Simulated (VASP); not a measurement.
# MgPtC4N4 (P-43m) in VASP: notebook

Runs on MgPtC4N4. Level: PBE. Tasks: single point.

All numbers are computed with VASP 6.6.1; they aren't measurements. Logs are shortened: lines on timing, memory, paths and dates and some standing lists are left out, and cuts for length are marked.

**1. The cell of the first run**

It takes space group P-43m (No. 215, cubic). Conventional cell: a = 5.955 Å, b = 5.955 Å, c = 5.955 Å, α = 90.00°, β = 90.00°, γ = 90.00°. Mg (site symmetry -43m) has 4 C at 1.98 Å within 2.6 Å. Pt (site symmetry -43m) has 4 N at 2.01 Å within 2.7 Å. Within 1.6 Å of C (site symmetry 3m) lie 1 N at 1.17 Å. N (site symmetry 3m) has 1 C at 1.17 Å within 1.6 Å.

**2. Single point, PBE, collinear spin**

Contents of INCAR:

```
PREC     = Accurate       # precision mode
ENCUT    = 520            # plane-wave cutoff, eV
EDIFF    = 1E-6           # SCF threshold, eV
ISMEAR   = 0              # smearing method
SIGMA    = 0.1            # smearing width, eV
LREAL    = F              # projectors in reciprocal space
LASPH    = T              # aspherical terms in the spheres
NELM     = 150            # most SCF steps
ALGO     = Normal         # electronic algorithm
ISIF     = 2              # what is computed and relaxed
LWAVE    = F              # write WAVECAR
LCHARG   = F              # write CHGCAR
ISPIN    = 2              # spin polarisation
MAGMOM   = 0 1 0 0 0 0 0 0 0 0 # initial moments
LORBIT   = 11             # projections on sites
LMAXMIX  = 4              # l up to which the mixer works
GGA      = PE             # functional
NBANDS   = 39             # bands
```

Contents of KPOINTS:

```
regular mesh
0
Gamma
  4 4 4
```

Contents of POSCAR:

```
MgPtC4N4
1.0
    5.9553680300      0.0000000000      0.0000000000
    0.0000000000      5.9553680300      0.0000000000
    0.0000000000      0.0000000000      5.9553680300
Mg Pt C N
1 1 4 4
Direct
    0.0000000000      0.0000000000      0.0000000000
    0.5000000000      0.5000000000      0.5000000000
    0.1919534700      0.1919534700      0.1919534700
    0.1919534700      0.8080465300      0.8080465300
    0.8080465300      0.1919534700      0.8080465300
    0.8080465300      0.8080465300      0.1919534700
    0.3053805100      0.3053805100      0.3053805100
    0.3053805100      0.6946194900      0.6946194900
    0.6946194900      0.3053805100      0.6946194900
    0.6946194900      0.6946194900      0.3053805100
```

Potentials or basis: VASP PAW PBE potentials, release 64 (Mg, Pt, C, N).

Launch:

```console
> cat potpaw_PBE.64/Mg/POTCAR potpaw_PBE.64/Pt/POTCAR potpaw_PBE.64/C/POTCAR potpaw_PBE.64/N/POTCAR > POTCAR
> mpirun -np 1 vasp_std > vasp.out
```

OUTCAR:

```text
PREC = Accurate
   ENCUT = 520
   EDIFF = 1E-6
   ISMEAR = 0
   LREAL = F
   LASPH = T
   NELM = 150
   ISIF = 2
   ISPIN = 2
   LORBIT = 11
   GGA = PE

 ion  position               nearest neighbor table
   1  0.000  0.000  0.000-   3 1.98   4 1.98   5 1.98   6 1.98
   2  0.500  0.500  0.500-   7 2.01   8 2.01   9 2.01  10 2.01
   3  0.192  0.192  0.192-   7 1.17   1 1.98
   4  0.192  0.808  0.808-   8 1.17   1 1.98
   5  0.808  0.192  0.808-   9 1.17   1 1.98
   6  0.808  0.808  0.192-  10 1.17   1 1.98
   7  0.305  0.305  0.305-   3 1.17   2 2.01
   8  0.305  0.695  0.695-   4 1.17   2 2.01
   9  0.695  0.305  0.695-   5 1.17   2 2.01
  10  0.695  0.695  0.305-   6 1.17   2 2.01

  LATTYP: Found a simple cubic cell.
 ALAT       =     5.9553680300

  Lattice vectors:

 A1 = (   5.9553680300,   0.0000000000,   0.0000000000)
 A2 = (   0.0000000000,   5.9553680300,   0.0000000000)
 A3 = (   0.0000000000,   0.0000000000,   5.9553680300)

Analysis of symmetry for initial positions (statically):
=====================================================================
 Subroutine PRICEL returns:
 Original cell was already a primitive cell.

 Routine SETGRP: Setting up the symmetry group for a
 simple cubic supercell.

 Subroutine GETGRP returns: Found 24 space group operations
 (whereof 24 operations were pure point group operations)
 out of a pool of 48 trial point group operations.

The static configuration has the point symmetry T_d .

Analysis of symmetry for dynamics (positions and initial velocities):
=====================================================================
 Subroutine PRICEL returns:
 Original cell was already a primitive cell.

 Routine SETGRP: Setting up the symmetry group for a
 simple cubic supercell.

 Subroutine GETGRP returns: Found 24 space group operations
 (whereof 24 operations were pure point group operations)
 out of a pool of 48 trial point group operations.

The dynamic configuration has the point symmetry T_d .

Analysis of structural, dynamic, and magnetic symmetry:
=====================================================================
 Subroutine PRICEL returns:
 Original cell was already a primitive cell.

 Routine SETGRP: Setting up the symmetry group for a
 simple cubic supercell.

 Subroutine GETGRP returns: Found 24 space group operations
 (whereof 24 operations were pure point group operations)
 out of a pool of 48 trial point group operations.

The overall configuration has the point symmetry T_d .

 Subroutine INISYM returns: Found 24 space group operations
 (whereof 24 operations are pure point group operations),
 and found     1 'primitive' translations

----------------------------------------------------------------------------------------

                                     Primitive cell

  volume of cell :     211.2155

  direct lattice vectors                    reciprocal lattice vectors
     5.955368030  0.000000000  0.000000000     0.167915735  0.000000000  0.000000000
     0.000000000  5.955368030  0.000000000     0.000000000  0.167915735  0.000000000
     0.000000000  0.000000000  5.955368030     0.000000000  0.000000000  0.167915735

  length of vectors
     5.955368030  5.955368030  5.955368030     0.167915735  0.167915735  0.167915735

  position of ions in fractional coordinates (direct lattice)
     0.000000000  0.000000000  0.000000000
     0.500000000  0.500000000  0.500000000
     0.191953470  0.191953470  0.191953470
     0.191953470  0.808046530  0.808046530
     0.808046530  0.191953470  0.808046530
     0.808046530  0.808046530  0.191953470
     0.305380510  0.305380510  0.305380510
     0.305380510  0.694619490  0.694619490
     0.694619490  0.305380510  0.694619490
     0.694619490  0.694619490  0.305380510

  ion indices of the primitive-cell ions
   primitive index   ion index
                 1           1
                 2           2
[... 52 lines left out ...]
   ions per type =               1   1   4   4
   NGX,Y,Z   is equivalent  to a cutoff of  13.40, 13.40, 13.40 a.u.
   NGXF,Y,Z  is equivalent  to a cutoff of  26.80, 26.80, 26.80 a.u.
 SYSTEM =  unknown system
   PREC   = accura    normal or accurate (medium, high low for compatibility)
   ISTART =      0    job   : 0-new  1-cont  2-samecut
   ICHARG =      2    charge: 1-file 2-atom 10-const
   ISPIN  =      2    spin polarized calculation?
   LNONCOLLINEAR =      F non collinear calculations
   LSORBIT =      F    spin-orbit coupling
   LASPH  =      T    aspherical Exc in radial PAW
   ENCUT  =  520.0 eV  38.22 Ry    6.18 a.u.  11.07 11.07 11.07*2*pi/ulx,y,z
   NELM   =    150;   NELMIN=  2; NELMDL= -5     # of ELM steps
   EDIFF  = 0.1E-05   stopping-criterion for ELM
   LREAL  =      F    real-space projection
   EDIFFG = 0.1E-04   stopping-criterion for IOM
   NSW    =      0    number of steps for IOM
   IBRION =     -1    ionic relax: 0-MD 1-quasi-New 2-CG
   NFREE  =      0    steps in history (QN), initial steepest desc. (CG)
   ISIF   =      2    stress and relaxation
   ISYM   =      2    0-nonsym 1-usesym 2-fastsym
   POTIM  = 0.5000    time-step for ionic-motion
   TEBEG  =    0.0;   TEEND  =   0.0 temperature during run
   PSTRESS=    0.0 pullay stress
   NELECT =      48.0000    total number of electrons
   NUPDOWN=      -1.0000    fix difference up-down
   EMIN   =  10.00;   EMAX   =-10.00  energy-range for DOS
   EFERMI =   0.00;   METHOD = LEGACY
   ISMEAR =     0;   SIGMA  =   0.10  broadening in eV -4-tet -1-fermi 0-gaus
   EFERMI_NEDOS =   21; number of points for ismear=-14 and -15
   IALGO  =     38    algorithm
   IMIX   =      4    mixing-type and parameters
     AMIX     =   0.40;   BMIX     =  1.00
     AMIX_MAG =   1.60;   BMIX_MAG =  1.00
  volume/ion in A,a.u.               =      21.12       142.54
  Fermi-wavevector in a.u.,A,eV,Ry     =   0.999033  1.887899 13.579534  0.998068
  Thomas-Fermi vector in A             =   2.131297
   LORBIT       =     11    0 simple, 1 ext, 2 COOP (PROOUT), +10 PAW based schemes
   GGA     = PE    functional components
   LHFCALC =     F    Hartree Fock is set to
   AEXX    =    0.0000 exact exchange contribution
   IVDW    =     0    specifies the selected vdW correction
   LEPSILON=     F    determine dielectric tensor
   LRPA    =     F    only Hartree local field effects (RPA)
 spin polarized calculation
 Gauss-broadening in eV      SIGMA  =   0.10
  energy-cutoff  :      520.00
  volume of cell :      211.22
 maximum number of plane-waves:      5716
 NGX is ok and might be reduce to    48
   NGX = 23   NGY = 23   NGZ = 23

 number of electron      47.9999996 magnetization       1.9999447

 Free energy of the ion-electron system (eV)
  ---------------------------------------------------
  ext. energy  EPLUGINS =         0.00000000
  ---------------------------------------------------
  free energy    TOTEN  =       -71.06189210 eV

  energy without entropy =      -71.00219867  energy(sigma->0) =      -71.03204538

 E-fermi :  -0.9111     XC(G=0):  -7.0505

 val. band max:       -0.9305094572   @ k =   0.2500   0.0000   0.0000
 cond. band min:      -0.9062034076   @ k =   0.2500   0.2500   0.0000
 fundamental gap:      0.0243060496
 Fermi energy:        -0.9110860268

 spin component 1

 k-point     1 :       0.0000    0.0000    0.0000
  band No.  band energies     occupation
      1     -18.7473      1.00000
      2     -18.6173      1.00000
      3     -18.6173      1.00000
      4     -18.6173      1.00000
      5      -9.7730      1.00000
      6      -9.1313      1.00000
[... 379 lines left out ...]
     35       6.4442      0.00000
     36       6.4442      0.00000
 Fermi energy:        -0.9110860268

 spin component 2

 k-point     1 :       0.0000    0.0000    0.0000
  band No.  band energies     occupation
      1     -18.6200      1.00000
      2     -18.4900      1.00000
      3     -18.4900      1.00000
      4     -18.4900      1.00000
      5      -9.5273      1.00000
      6      -8.7709      1.00000
[... 379 lines left out ...]
     35       6.5539      0.00000
     36       6.5539      0.00000
 [bands above 36 left out]

------------------------ aborting loop because EDIFF is reached ----------------------------------------

  FORCE on cell =-STRESS in cart. coord.  units (eV):
  Direction    XX          YY          ZZ          XY          YZ          ZX
  --------------------------------------------------------------------------------------
  -------------------------------------------------------------------------------------
  Total        8.3981752      8.3981752      8.3981752     -0.0000000      0.0000000     -0.0000000
  in kB       63.7044395     63.7044395     63.7044395     -0.0000000      0.0000000     -0.0000000
  external PRESSURE =      63.7044395 kB  Pullay stress =       0.0000000 kB

 VOLUME and BASIS-vectors are now :
 -----------------------------------------------------------------------------
  energy-cutoff  :      520.00
  volume of cell :      211.22
      direct lattice vectors                 reciprocal lattice vectors
     5.955368030  0.000000000  0.000000000     0.167915735  0.000000000  0.000000000
     0.000000000  5.955368030  0.000000000     0.000000000  0.167915735  0.000000000
     0.000000000  0.000000000  5.955368030     0.000000000  0.000000000  0.167915735

 POSITION                                       TOTAL-FORCE (eV/Angst)
 -----------------------------------------------------------------------------------
      0.00000      0.00000      0.00000        -0.000000      0.000000     -0.000000
      2.97768      2.97768      2.97768        -0.000000      0.000000     -0.000000
      1.14315      1.14315      1.14315         0.997736      0.997736      0.997736
      1.14315      4.81221      4.81221         0.997736     -0.997736     -0.997736
      4.81221      1.14315      4.81221        -0.997736      0.997736     -0.997736
      4.81221      4.81221      1.14315        -0.997736     -0.997736      0.997736
      1.81865      1.81865      1.81865        -0.116363     -0.116363     -0.116363
      1.81865      4.13671      4.13671        -0.116363      0.116363      0.116363
      4.13671      1.81865      4.13671         0.116363     -0.116363      0.116363
      4.13671      4.13671      1.81865         0.116363      0.116363     -0.116363
 -----------------------------------------------------------------------------------
    total drift:                               -0.000000     -0.000000     -0.000000

  FREE ENERGIE OF THE ION-ELECTRON SYSTEM (eV)
  ---------------------------------------------------
  free  energy   TOTEN  =       -71.0618921029 eV

  energy  without entropy=      -71.0021986652  energy(sigma->0) =      -71.03204538

 total charge

# of ion       s       p       d       tot
------------------------------------------
    1        0.209   0.262   0.077   0.548
    2        0.583   0.780   7.907   9.269
    3        0.985   1.627   0.000   2.612
    4        0.985   1.627   0.000   2.612
    5        0.985   1.627   0.000   2.612
    6        0.985   1.627   0.000   2.612
    7        1.295   2.591   0.000   3.886
    8        1.295   2.591   0.000   3.886
    9        1.295   2.591   0.000   3.886
   10        1.295   2.591   0.000   3.886
--------------------------------------------------
tot          9.911  17.914   7.984  35.809

 magnetization (x)

# of ion       s       p       d       tot
------------------------------------------
    1        0.000   0.002   0.001   0.004
    2        0.007   0.131   1.101   1.239
    3        0.003   0.048   0.000   0.051
    4        0.003   0.048   0.000   0.051
    5        0.003   0.048   0.000   0.051
    6        0.003   0.048   0.000   0.051
    7        0.014   0.049   0.000   0.063
    8        0.014   0.049   0.000   0.063
    9        0.014   0.049   0.000   0.063
   10        0.014   0.049   0.000   0.063
--------------------------------------------------
tot          0.076   0.522   1.102   1.701
```

It took 1.9 min on 1 thread of AMD EPYC 9R45 (Zen 5), shared host; peak memory 0.45 GiB.

Results:

| Property | Result |
| --- | --- |
| Free energy | -71.0619 eV |
| Pressure | 6.4 GPa |
| Largest force | 1.728 eV/Å |
| Band gap on the k mesh | zero (filled and empty bands overlap) |
| Net moment | 2.00 μB per cell |
| Site moments | Mg +0.00; Pt +1.24; C +0.05; N +0.06 μB |
| Valence electrons inside the program's atomic spheres | Mg 0.55; Pt 9.27; C 2.61; N 3.89 |

Forces in eV/Å, atoms in the order of the input:
```
Mg   0.000  0.000  0.000
Pt   0.000  0.000  0.000
C    0.998  0.998  0.998
C    0.998 -0.998 -0.998
C   -0.998  0.998 -0.998
C   -0.998 -0.998  0.998
N   -0.116 -0.116 -0.116
N   -0.116  0.116  0.116
N    0.116 -0.116  0.116
N    0.116  0.116 -0.116
```

Levels at points of the mesh, in eV from the Fermi level:
Spin up:
```csv
k point,band 22,band 23,band 24,band 25,band 26,band 27,band 28,band 29
"(0.00, 0.00, 0.00)",-2.12,-0.91,-0.91,-0.91,3.75,3.75,3.75,4.30
"(0.50, 0.00, 0.00)",-1.90,-0.82,-0.64,-0.64,3.64,3.64,3.92,3.95
"(0.50, 0.50, 0.00)",-1.82,-0.86,-0.61,-0.61,3.72,3.72,3.97,4.02
"(0.50, 0.50, 0.50)",-1.94,-0.83,-0.83,-0.83,3.96,3.96,3.96,4.42
```
Spin down:
| k point | band 19 | band 20 | band 21 | band 22 | band 23 | band 24 | band 25 | band 26 | band 27 | band 28 |
| --- | --- | --- | --- | --- | --- | --- | --- | --- | --- | --- |
| (0.00, 0.00, 0.00) | -3.29 | -3.29 | -1.77 | -1.77 | -0.16 | -0.16 | -0.16 | 3.97 | 3.97 | 3.97 |
| (0.50, 0.00, 0.00) | -3.36 | -3.36 | -1.66 | -1.56 | -0.03 | 0.12 | 0.12 | 3.77 | 3.77 | 4.02 |
| (0.50, 0.50, 0.00) | -3.35 | -3.35 | -1.65 | -1.49 | -0.06 | 0.17 | 0.17 | 3.82 | 3.82 | 4.15 |
| (0.50, 0.50, 0.50) | -3.39 | -3.39 | -1.61 | -1.61 | -0.04 | -0.04 | -0.04 | 4.12 | 4.12 | 4.12 |

Caveat: the cell stands under pressure; spin-orbit coupling is left out, which moves the levels of the heavy elements; forces of over 1 eV/Å act on the atoms, so gaps and moduli don't describe the material at rest.

**3. Single point, PBE, collinear spin**

This run uses another cell than the first one, of 24.35 Å³/atom.

Contents of INCAR:

```
PREC = Accurate ; ENCUT = 520
EDIFF = 1E-6 ; ISMEAR = 0
SIGMA = 0.1 ; LREAL = False
LASPH = True ; NELM = 150
ALGO = Normal ; ISIF = 2
LWAVE = False ; LCHARG = False
ISPIN = 2 ; MAGMOM = 0 1 0 0 0 0 0 0 0 0
LORBIT = 11 ; LMAXMIX = 4
GGA = PE ; NBANDS = 39
```

KPOINTS is that of step 2.

Contents of POSCAR:

```
MgPtC4N4
1.0
    6.2444201448      0.0000000000      0.0000000000
    0.0000000000      6.2444201448      0.0000000000
    0.0000000000      0.0000000000      6.2444201448
Mg Pt C N
1 1 4 4
Direct
    0.0000000000      0.0000000000      0.0000000000
    0.5000000000      0.5000000000      0.5000000000
    0.2012779862      0.2012779862      0.2012779862
    0.2012779862      0.7987220138      0.7987220138
    0.7987220138      0.2012779862      0.7987220138
    0.7987220138      0.7987220138      0.2012779862
    0.3093891888      0.3093891888      0.3093891888
    0.3093891888      0.6906108112      0.6906108112
    0.6906108112      0.3093891888      0.6906108112
    0.6906108112      0.6906108112      0.3093891888
```

Potentials or basis: VASP PAW PBE potentials, release 64 (Mg, Pt, C, N).

Launch:

```console
> cat potpaw_PBE.64/Mg/POTCAR potpaw_PBE.64/Pt/POTCAR potpaw_PBE.64/C/POTCAR potpaw_PBE.64/N/POTCAR > POTCAR
> mpirun -np 1 vasp_std > vasp.out
```

Wall time 2 min (1 thread of AMD EPYC 9R45 (Zen 5), shared host); peak memory 0.47 GiB.

It converged, with:

| Quantity | Value |
| --- | --- |
| Free energy | -71.9039 eV |
| Pressure | 0.3 GPa |
| Largest force | 0.379 eV/Å |
| Band gap on the k mesh | zero (filled and empty bands overlap) |
| Net moment | 2.00 μB per cell |
| Site moments | Mg +0.00; Pt +1.29; C +0.04; N +0.06 μB |
| Valence electrons inside the program's atomic spheres | Mg 0.36; Pt 9.07; C 2.58; N 3.88 |

Forces in eV/Å, atoms in the order of the input:
```
Mg   0.000  0.000  0.000
Pt   0.000  0.000  0.000
C   -0.214 -0.214 -0.214
C   -0.214  0.214  0.214
C    0.214 -0.214  0.214
C    0.214  0.214 -0.214
N    0.219  0.219  0.219
N    0.219 -0.219 -0.219
N   -0.219  0.219 -0.219
N   -0.219 -0.219  0.219
```

Levels at points of the mesh, in eV from the Fermi level:
Spin up:
| k point | band 22 | band 23 | band 24 | band 25 | band 26 | band 27 | band 28 | band 29 |
| --- | --- | --- | --- | --- | --- | --- | --- | --- |
| (0.00, 0.00, 0.00) | -1.99 | -0.90 | -0.90 | -0.90 | 3.88 | 3.88 | 3.88 | 4.42 |
| (0.50, 0.00, 0.00) | -1.86 | -0.87 | -0.73 | -0.73 | 3.82 | 3.82 | 4.04 | 4.13 |
| (0.50, 0.50, 0.00) | -1.80 | -0.89 | -0.71 | -0.71 | 3.88 | 3.88 | 4.10 | 4.12 |
| (0.50, 0.50, 0.50) | -1.86 | -0.86 | -0.86 | -0.86 | 4.04 | 4.04 | 4.04 | 4.60 |
Spin down:
```
           k point  band 21  band 22  band 23  band 24  band 25  band 26
(0.00, 0.00, 0.00)    -1.62    -1.62    -0.08    -0.08    -0.08     4.06
(0.50, 0.00, 0.00)    -1.56    -1.49    -0.02     0.09     0.09     3.94
(0.50, 0.50, 0.00)    -1.55    -1.45    -0.04     0.12     0.12     3.96
(0.50, 0.50, 0.50)    -1.51    -1.51    -0.01    -0.01    -0.01     4.17
```

Caveat: spin-orbit coupling is left out, which moves the levels of the heavy elements.
